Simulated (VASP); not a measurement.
## Os: single point with LDA

The system is Os.

```
Os
1.0
     0.00000    1.67195    1.67195
     1.67195    0.00000    1.67195
     1.67195    1.67195    0.00000
Os
1
Direct
  0.00000 0.00000 0.00000
```

This cell differs from its parent crystal: volume scaled by 0.68.

| Item | Value |
| --- | --- |
| Program | VASP 6.6.1 |
| Task | single point |
| Functional | LDA |
| Potentials or basis | VASP PAW LDA potentials, release 64 (Os) |
| Cutoff | 520 eV |
| k mesh | 19 × 19 × 19 |
| Occupations | fermi-dirac, width 0.08 eV |
| Spin | no spin polarisation |
| Dipole correction | no |
| Further INCAR settings | ALGO = Normal; EDIFF = 1e-07; NBANDS = 10 |

The pressure is 428.1 GPa and the band gap on the k mesh is zero (band 4 reaches 21.41 eV, above the bottom of band 5 at 14.12 eV).

Levels at points of the mesh, in eV from the Fermi level:
```tsv
k point	band 2	band 3	band 4	band 5	band 6	band 7
(0.00, 0.00, 0.00)	-5.63	-5.63	-5.63	-0.01	-0.01	13.18
```

Run time: 7.5 s on 1 thread of Intel(R) Xeon(R) 6975P-C (Granite Rapids), with other jobs on the host, peak memory 0.13 GiB.

Caveat: spin-orbit coupling is left out, which moves the levels of the heavy elements.
